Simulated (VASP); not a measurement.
# Ca in VASP: further runs

Runs on Ca. Level: PBE. Tasks: single point.

Everything below comes from runs of VASP 6.6.1. Logs are shortened: lines on timing, memory, paths and dates and some standing lists are left out, and cuts for length are marked.

## (1) The cell of the first run

The typed cell holds 2 atoms: a = 4.616 Å, b = 4.616 Å, c = 4.006 Å, α = 90.00°, β = 90.00°, γ = 90.00°.

The cell was generated, and may not be a known phase.

## (2) Single point, PBE

INCAR reads:

```
SYSTEM = Ca
ALGO = Normal ; EDIFF = 1E-7
ENCUT = 520 ; GGA = PE
ISIF = 2 ; ISMEAR = 0
LASPH = .TRUE. ; LCHARG = .FALSE.
LREAL = .FALSE. ; LWAVE = .FALSE.
NBANDS = 17 ; NELM = 60
PREC = Accurate ; SIGMA = 0.1
```

KPOINTS reads:

```
k-points
0
G
  4 4 4
  0 0 0
```

POSCAR reads:

```
Ca
1.0
    4.6160042337      0.0000000000      0.0000000000
    0.0000000000      4.6160042337      0.0000000000
    0.0000000000      0.0000000000      4.0059159672
Ca
2
Direct
    0.5000000000      0.0000000000      0.2502806291
    0.0000000000      0.5000000000      0.7497193709
```

Potentials or basis: VASP PAW PBE potentials, release 64 (Ca_sv).

Started as:

```
cat potpaw_PBE.64/Ca_sv/POTCAR > POTCAR
mpirun -np 1 vasp_std > vasp.out
```

OUTCAR:

```text
SYSTEM = Ca
   EDIFF = 1E-7
   ENCUT = 520
   GGA = PE
   ISIF = 2
   ISMEAR = 0
   LASPH = .TRUE.
   LREAL = .FALSE.
   NELM = 60
   PREC = Accurate

 ion  position               nearest neighbor table
   1  0.500  0.000  0.250-
   2  0.000  0.500  0.750-

  LATTYP: Found a simple tetragonal cell.
 ALAT       =     4.6160042337
 C/A-ratio  =     0.8678319526

  Lattice vectors:

 A1 = (   4.6160042337,   0.0000000000,   0.0000000000)
 A2 = (   0.0000000000,   4.6160042337,   0.0000000000)
 A3 = (   0.0000000000,   0.0000000000,   4.0059159672)

Analysis of symmetry for initial positions (statically):
=====================================================================
 Subroutine PRICEL returns:
 Original cell was already a primitive cell.

 Routine SETGRP: Setting up the symmetry group for a
 simple tetragonal supercell.

 Subroutine GETGRP returns: Found 16 space group operations
 (whereof  8 operations were pure point group operations)
 out of a pool of 16 trial point group operations.

The static configuration has the point symmetry D_2d.
 The point group associated with its full space group is D_4h.

Analysis of symmetry for dynamics (positions and initial velocities):
=====================================================================
 Subroutine PRICEL returns:
 Original cell was already a primitive cell.

 Routine SETGRP: Setting up the symmetry group for a
 simple tetragonal supercell.

 Subroutine GETGRP returns: Found 16 space group operations
 (whereof  8 operations were pure point group operations)
 out of a pool of 16 trial point group operations.

The dynamic configuration has the point symmetry D_2d.
 The point group associated with its full space group is D_4h.

 Subroutine INISYM returns: Found 16 space group operations
 (whereof  8 operations are pure point group operations),
 and found     1 'primitive' translations

----------------------------------------------------------------------------------------

                                     Primitive cell

  volume of cell :      85.3560

  direct lattice vectors                    reciprocal lattice vectors
     4.616004234  0.000000000  0.000000000     0.216637583  0.000000000  0.000000000
     0.000000000  4.616004234  0.000000000     0.000000000  0.216637583  0.000000000
     0.000000000  0.000000000  4.005915967     0.000000000  0.000000000  0.249630798

  length of vectors
     4.616004234  4.616004234  4.005915967     0.216637583  0.216637583  0.249630798

  position of ions in fractional coordinates (direct lattice)
     0.500000000  0.000000000  0.250280629
     0.000000000  0.500000000  0.749719371

  ion indices of the primitive-cell ions
   primitive index   ion index
                 1           1
                 2           2

----------------------------------------------------------------------------------------

 KPOINTS: k-points

Automatic generation of k-mesh.
 Grid dimensions read from file:
 generate k-points for:    4    4    4

 Generating k-lattice:

  Cartesian coordinates                     Fractional coordinates (reciprocal lattice)
     0.054159396  0.000000000  0.000000000     0.250000000  0.000000000  0.000000000
     0.000000000  0.054159396  0.000000000     0.000000000  0.250000000  0.000000000
     0.000000000  0.000000000  0.062407700     0.000000000  0.000000000  0.250000000

  Length of vectors
     0.054159396  0.054159396  0.062407700

  Shift w.r.t. Gamma in fractional coordinates (k-lattice)
     0.000000000  0.000000000  0.000000000

 Subroutine IBZKPT returns following result:
 ===========================================

 Found     18 irreducible k-points:

 Following reciprocal coordinates:
            Coordinates               Weight
  0.000000  0.000000  0.000000      1.000000
  0.250000  0.000000  0.000000      4.000000
  0.500000  0.000000  0.000000      2.000000
  0.250000  0.250000  0.000000      4.000000
  0.500000  0.250000  0.000000      4.000000
  0.500000  0.500000  0.000000      1.000000
[... 10 lines left out ...]
  0.500000  0.250000  0.500000      4.000000
  0.500000  0.500000  0.500000      1.000000
   k-points           NKPTS =     18   k-points in BZ     NKDIM =     18   number of bands    NBANDS=     17
   number of dos      NEDOS =    301   number of ions     NIONS =      2
   total plane-waves  NPLWV =  38880
   dimension x,y,z NGX =    36 NGY =   36 NGZ =   30
   dimension x,y,z NGXF=    72 NGYF=   72 NGZF=   60
   ions per type =               2
   NGX,Y,Z   is equivalent  to a cutoff of  12.97, 12.97, 12.45 a.u.
   NGXF,Y,Z  is equivalent  to a cutoff of  25.93, 25.93, 24.90 a.u.
 SYSTEM =  Ca
   PREC   = accura    normal or accurate (medium, high low for compatibility)
   ISTART =      0    job   : 0-new  1-cont  2-samecut
   ICHARG =      2    charge: 1-file 2-atom 10-const
   ISPIN  =      1    spin polarized calculation?
   LNONCOLLINEAR =      F non collinear calculations
   LSORBIT =      F    spin-orbit coupling
   LASPH  =      T    aspherical Exc in radial PAW
   ENCUT  =  520.0 eV  38.22 Ry    6.18 a.u.   8.58  8.58  7.45*2*pi/ulx,y,z
   NELM   =     60;   NELMIN=  2; NELMDL= -5     # of ELM steps
   EDIFF  = 0.1E-06   stopping-criterion for ELM
   LREAL  =      F    real-space projection
   EDIFFG = 0.1E-05   stopping-criterion for IOM
   NSW    =      0    number of steps for IOM
   IBRION =     -1    ionic relax: 0-MD 1-quasi-New 2-CG
   NFREE  =      0    steps in history (QN), initial steepest desc. (CG)
   ISIF   =      2    stress and relaxation
   ISYM   =      2    0-nonsym 1-usesym 2-fastsym
   POTIM  = 0.5000    time-step for ionic-motion
   TEBEG  =    0.0;   TEEND  =   0.0 temperature during run
   PSTRESS=    0.0 pullay stress
   NELECT =      20.0000    total number of electrons
   NUPDOWN=      -1.0000    fix difference up-down
   EMIN   =  10.00;   EMAX   =-10.00  energy-range for DOS
   EFERMI =   0.00;   METHOD = LEGACY
   ISMEAR =     0;   SIGMA  =   0.10  broadening in eV -4-tet -1-fermi 0-gaus
   EFERMI_NEDOS =   21; number of points for ismear=-14 and -15
   IALGO  =     38    algorithm
   IMIX   =      4    mixing-type and parameters
     AMIX     =   0.40;   BMIX     =  1.00
     AMIX_MAG =   1.60;   BMIX_MAG =  1.00
  volume/ion in A,a.u.               =      42.68       288.01
  Fermi-wavevector in a.u.,A,eV,Ry     =   1.009269  1.907241 13.859208  1.018623
  Thomas-Fermi vector in A             =   2.142186
   LORBIT       =      0    0 simple, 1 ext, 2 COOP (PROOUT), +10 PAW based schemes
   GGA     = PE    functional components
   LHFCALC =     F    Hartree Fock is set to
   AEXX    =    0.0000 exact exchange contribution
   IVDW    =     0    specifies the selected vdW correction
   LEPSILON=     F    determine dielectric tensor
   LRPA    =     F    only Hartree local field effects (RPA)
 non-spin polarized calculation
 Gauss-broadening in eV      SIGMA  =   0.10
  energy-cutoff  :      520.00
  volume of cell :       85.36
 maximum number of plane-waves:      2322
 NGX is ok and might be reduce to    36
   NGX = 17   NGY = 17   NGZ = 15

 number of electron      20.0000001 magnetization

 Free energy of the ion-electron system (eV)
  ---------------------------------------------------
  ext. energy  EPLUGINS =         0.00000000
  ---------------------------------------------------
  free energy    TOTEN  =        -3.82033247 eV

  energy without entropy =       -3.81019409  energy(sigma->0) =       -3.81526328

 E-fermi :   1.9292     XC(G=0):  -7.6966

 val. band max:        1.8958677274   @ k =   0.0000   0.0000   0.0000
 cond. band min:       1.9685260343   @ k =   0.2500   0.2500   0.2500
 fundamental gap:      0.0726583069
 Fermi energy:         1.9291572164

 k-point     1 :       0.0000    0.0000    0.0000
  band No.  band energies     occupation
      1     -40.1162      2.00000
      2     -40.0927      2.00000
      3     -21.1302      2.00000
      4     -21.1302      2.00000
      5     -21.1226      2.00000
      6     -21.0524      2.00000
[... 9 lines left out ...]
     16       5.1099      0.00000
     17       5.1099      0.00000

 k-point     2 :       0.2500    0.0000    0.0000
  band No.  band energies     occupation
      1     -40.1126      2.00000
      2     -40.0959      2.00000
      3     -21.1209      2.00000
      4     -21.1144      2.00000
      5     -21.1120      2.00000
      6     -21.0623      2.00000
[... 9 lines left out ...]
     16       4.6701      0.00000
     17       4.7262      0.00000

 k-point     3 :       0.5000    0.0000    0.0000
  band No.  band energies     occupation
      1     -40.1040      2.00000
      2     -40.1040      2.00000
      3     -21.0900      2.00000
      4     -21.0900      2.00000
      5     -21.0868      2.00000
      6     -21.0868      2.00000
[... 9 lines left out ...]
     16       4.6614      0.00000
     17       5.1853      0.00000

 k-point     4 :       0.2500    0.2500    0.0000
  band No.  band energies     occupation
      1     -40.1099      2.00000
      2     -40.0982      2.00000
      3     -21.1445      2.00000
      4     -21.1044      2.00000
      5     -21.0924      2.00000
      6     -21.0745      2.00000
[... 9 lines left out ...]
     16       4.6277      0.00000
     17       5.2394      0.00000

 k-point     5 :       0.5000    0.2500    0.0000
  band No.  band energies     occupation
      1     -40.1038      2.00000
      2     -40.1038      2.00000
      3     -21.1358      2.00000
      4     -21.1358      2.00000
      5     -21.0864      2.00000
      6     -21.0864      2.00000
[... 9 lines left out ...]
     16       4.3878      0.00000
     17       5.3045      0.00000

 k-point     6 :       0.5000    0.5000    0.0000
  band No.  band energies     occupation
      1     -40.1036      2.00000
      2     -40.1036      2.00000
      3     -21.1587      2.00000
      4     -21.1587      2.00000
      5     -21.0860      2.00000
      6     -21.0860      2.00000
[... 9 lines left out ...]
     16       4.6749      0.00000
     17       5.3495      0.00000

 k-point     7 :       0.0000    0.0000    0.2500
  band No.  band energies     occupation
      1     -40.1111      2.00000
      2     -40.0945      2.00000
      3     -21.1410      2.00000
      4     -21.1122      2.00000
      5     -21.1122      2.00000
      6     -21.0917      2.00000
[... 9 lines left out ...]
     16       4.1945      0.00000
     17       4.9991      0.00000

 k-point     8 :       0.2500    0.0000    0.2500
  band No.  band energies     occupation
      1     -40.1085      2.00000
      2     -40.0967      2.00000
      3     -21.1533      2.00000
      4     -21.1144      2.00000
      5     -21.1009      2.00000
      6     -21.0871      2.00000
[... 9 lines left out ...]
     16       4.9718      0.00000
     17       5.2495      0.00000
[... 83 lines left out ...]
      1     -40.1012      2.00000
      2     -40.1011      2.00000
      3     -21.1449      2.00000
      4     -21.1449      2.00000
      5     -21.0726      2.00000
      6     -21.0726      2.00000
[... 9 lines left out ...]
     16       3.7856      0.00000
     17       4.9586      0.00000

 k-point    14 :       0.2500    0.0000    0.5000
  band No.  band energies     occupation
      1     -40.1010      2.00000
      2     -40.1009      2.00000
      3     -21.1655      2.00000
      4     -21.1655      2.00000
      5     -21.0721      2.00000
      6     -21.0718      2.00000
[... 9 lines left out ...]
     16       4.6757      0.00000
     17       5.6652      0.00000

 k-point    15 :       0.5000    0.0000    0.5000
  band No.  band energies     occupation
      1     -40.1008      2.00000
      2     -40.1008      2.00000
      3     -21.1815      2.00000
      4     -21.1815      2.00000
      5     -21.0714      2.00000
      6     -21.0714      2.00000
[... 9 lines left out ...]
     16       5.1939      0.00000
     17       5.9249      0.00000

 k-point    16 :       0.2500    0.2500    0.5000
  band No.  band energies     occupation
      1     -40.1008      2.00000
      2     -40.1008      2.00000
      3     -21.1650      2.00000
      4     -21.1649      2.00000
      5     -21.0780      2.00000
      6     -21.0775      2.00000
[... 9 lines left out ...]
     16       5.0539      0.00000
     17       5.9679      0.00000

 k-point    17 :       0.5000    0.2500    0.5000
  band No.  band energies     occupation
      1     -40.1006      2.00000
      2     -40.1006      2.00000
      3     -21.1656      2.00000
      4     -21.1656      2.00000
      5     -21.0772      2.00000
      6     -21.0772      2.00000
[... 9 lines left out ...]
     16       5.3093      0.00000
     17       5.7907      0.00000

 k-point    18 :       0.5000    0.5000    0.5000
  band No.  band energies     occupation
      1     -40.1004      2.00000
      2     -40.1004      2.00000
      3     -21.1425      2.00000
      4     -21.1425      2.00000
      5     -21.0833      2.00000
      6     -21.0833      2.00000
[... 9 lines left out ...]
     16       5.1482      0.00000
     17       5.4615      0.00000

------------------------ aborting loop because EDIFF is reached ----------------------------------------

  FORCE on cell =-STRESS in cart. coord.  units (eV):
  Direction    XX          YY          ZZ          XY          YZ          ZX
  --------------------------------------------------------------------------------------
  -------------------------------------------------------------------------------------
  Total       -0.1740840     -0.1740840     -0.2040140      0.0000000      0.0000000      0.0000000
  in kB       -3.2676471     -3.2676471     -3.8294487      0.0000000      0.0000000      0.0000000
  external PRESSURE =      -3.4549143 kB  Pullay stress =       0.0000000 kB

 VOLUME and BASIS-vectors are now :
 -----------------------------------------------------------------------------
  energy-cutoff  :      520.00
  volume of cell :       85.36
      direct lattice vectors                 reciprocal lattice vectors
     4.616004234  0.000000000  0.000000000     0.216637583  0.000000000  0.000000000
     0.000000000  4.616004234  0.000000000     0.000000000  0.216637583  0.000000000
     0.000000000  0.000000000  4.005915967     0.000000000  0.000000000  0.249630798

 POSITION                                       TOTAL-FORCE (eV/Angst)
 -----------------------------------------------------------------------------------
      2.30800      0.00000      1.00260         0.000000      0.000000     -0.003405
      0.00000      2.30800      3.00331        -0.000000      0.000000      0.003405
 -----------------------------------------------------------------------------------
    total drift:                                0.000000      0.000000     -0.000000

  FREE ENERGIE OF THE ION-ELECTRON SYSTEM (eV)
  ---------------------------------------------------
  free  energy   TOTEN  =        -3.8203324713 eV

  energy  without entropy=       -3.8101940930  energy(sigma->0) =       -3.81526328
```

Run time: 27 s. Hardware: 1 thread of Intel Xeon Platinum 8375C at 2.90GHz (Ice Lake), shared host; peak memory 0.18 GiB.

What came out:

- Free energy: -3.8203 eV
- Pressure: -0.3 GPa
- Largest force: 0.003 eV/Å
- Band gap on the k mesh: zero (bands 10 and 11 overlap by 0.62 eV)

Forces in eV/Å, atoms in the order of the input:
```
Ca   0.000  0.000 -0.003
Ca   0.000  0.000  0.003
```

Caveat: the k points lie up to 0.39 Å⁻¹ apart, too coarse for converged energies and pressures of a metal.

## (3) Single point, PBE (38.30 Å³/atom)

INCAR reads:

```
ALGO     = Fast           # electronic algorithm
EDIFF    = 1E-6           # SCF threshold, eV
ENCUT    = 520            # plane-wave cutoff, eV
GGA      = PE             # functional
ISIF     = 2              # what is computed and relaxed
ISMEAR   = 0              # smearing method
LASPH    = True           # aspherical terms in the spheres
LCHARG   = False          # write CHGCAR
LREAL    = False          # projectors in reciprocal space
LWAVE    = False          # write WAVECAR
NBANDS   = 11             # bands
NELM     = 60             # most SCF steps
PREC     = Accurate       # precision mode
SIGMA    = 0.1            # smearing width, eV
```

KPOINTS reads:

```
k-points
0
Gamma
  18 18 18
```

POSCAR reads:

```
Ca
1.0
   -2.1743391865      2.1743391865      2.0251554520
    2.1743391865     -2.1743391865      2.0251554520
    2.1743391865      2.1743391865     -2.0251554520
Ca
1
Direct
    0.0000000000      0.0000000000      0.0000000000
```

Potentials or basis: VASP PAW PBE potentials, release 64 (Ca_sv).

Started as:

```
cat potpaw_PBE.64/Ca_sv/POTCAR > POTCAR
mpirun -np 1 vasp_std > vasp.out
```

Wall time 2.2 min (1 thread of Intel Xeon Platinum 8375C at 2.90GHz (Ice Lake), shared host); peak memory 0.31 GiB.

Results (log left out):

| Property | Result |
| --- | --- |
| Free energy | -1.8959 eV |
| Pressure | 1.9 GPa |
| Band gap on the k mesh | zero (bands 5 and 6 overlap by 0.41 eV) |

Stress tensor (GPa, compression positive):
```
1.83 0.00 0.00
0.00 1.83 0.00
0.00 0.00 1.91
```

Levels at points of the mesh, in eV from the Fermi level:
```
           k point  band 1  band 2  band 3  band 4  band 5  band 6  band 7  band 8  band 9  band 10
(0.00, 0.00, 0.00)  -41.84  -22.75  -22.73  -22.73   -4.25    2.20    2.57    2.57    3.33     3.81
(0.50, 0.00, 0.00)  -41.81  -22.94  -22.80  -22.74   -0.92    0.17    1.22    3.55    4.08     4.77
(0.50, 0.50, 0.00)  -41.81  -22.93  -22.80  -22.72   -1.06   -0.10    1.67    3.22    3.79     4.72
(0.50, 0.50, 0.50)  -41.80  -22.88  -22.88  -22.87   -0.15    0.00    3.93    3.93    4.48     4.48
```

## (4) Single point, PBE (39.56 Å³/atom)

INCAR, as its differences from that of step 3:

```diff
@@ -11,3 +11,3 @@
 NBANDS   = 11             # bands
-NELM     = 60             # most SCF steps
+NELM     = 80             # most SCF steps
 PREC     = Accurate       # precision mode
```

KPOINTS is that of step 3.

POSCAR reads:

```
Ca
1.0
   -2.1979751598      2.1979751598      2.0471697359
    2.1979751598     -2.1979751598      2.0471697359
    2.1979751598      2.1979751598     -2.0471697359
Ca
1
Direct
    0.0000000000      0.0000000000      0.0000000000
```

Started as:

```
cat potpaw_PBE.64/Ca_sv/POTCAR > POTCAR
mpirun -np 1 vasp_std > vasp.out
```

Wall time 2.1 min (1 thread of Intel Xeon Platinum 8375C at 2.90GHz (Ice Lake), shared host); peak memory 0.32 GiB.

It converged, with:

```
Free energy            : -1.9079 eV
Pressure               : 1.2 GPa
Band gap on the k mesh : zero (bands 5 and 6 overlap by 0.41 eV)
```

Levels at points of the mesh, in eV from the Fermi level:
| k point | band 2 | band 3 | band 4 | band 5 | band 6 | band 7 | band 8 | band 9 |
| --- | --- | --- | --- | --- | --- | --- | --- | --- |
| (0.00, 0.00, 0.00) | -22.83 | -22.82 | -22.82 | -4.19 | 2.16 | 2.51 | 2.51 | 3.25 |
| (0.50, 0.00, 0.00) | -23.00 | -22.88 | -22.83 | -0.90 | 0.13 | 1.21 | 3.46 | 3.97 |
| (0.50, 0.50, 0.00) | -22.99 | -22.88 | -22.81 | -1.05 | -0.13 | 1.65 | 3.14 | 3.69 |
| (0.50, 0.50, 0.50) | -22.95 | -22.95 | -22.94 | -0.11 | 0.03 | 3.79 | 3.79 | 4.36 |

## (5) Single point, PBE (40.82 Å³/atom)

INCAR reads:

```
SYSTEM = Ca
  PREC = Accurate
  ENCUT = 520
  EDIFF = 1E-6
  ISMEAR = 0
  SIGMA = 0.1
  LREAL = .FALSE.
  LASPH = .TRUE.
  NELM = 100
  ALGO = Fast
  ISIF = 2
  LWAVE = .FALSE.
  LCHARG = .FALSE.
  GGA = PE
  NBANDS = 11
```

KPOINTS reads:

```
regular mesh
0
G
  18 18 18
  0 0 0
```

POSCAR reads:

```
Ca
1.0
   -2.2211134408      2.2211134408      2.0687204747
    2.2211134408     -2.2211134408      2.0687204747
    2.2211134408      2.2211134408     -2.0687204747
Ca
1
Direct
    0.0000000000      0.0000000000      0.0000000000
```

Started as:

```
cat potpaw_PBE.64/Ca_sv/POTCAR > POTCAR
mpirun -np 1 vasp_std > vasp.out
```

It took 2.3 min on 1 thread of Intel Xeon Platinum 8375C at 2.90GHz (Ice Lake), shared host; peak memory 0.32 GiB.

Results (log left out):

```yaml
Free_energy: -1.9148 eV
Pressure: 0.6 GPa
Band_gap_on_the_k_mesh: zero (bands 5 and 6 overlap by 0.42 eV)
```

Levels at points of the mesh, in eV from the Fermi level:
```
           k point  band 3  band 4  band 5  band 6  band 7  band 8
(0.00, 0.00, 0.00)  -22.90  -22.90   -4.14    2.12    2.46    2.46
(0.50, 0.00, 0.00)  -22.95  -22.91   -0.88    0.09    1.21    3.37
(0.50, 0.50, 0.00)  -22.96  -22.89   -1.04   -0.16    1.63    3.06
(0.50, 0.50, 0.50)  -23.02  -23.01   -0.07    0.06    3.66    3.66
```

[end of part 1 of 2]

The gap in the log of VASP goes by the Fermi energy; the results here count the filled bands.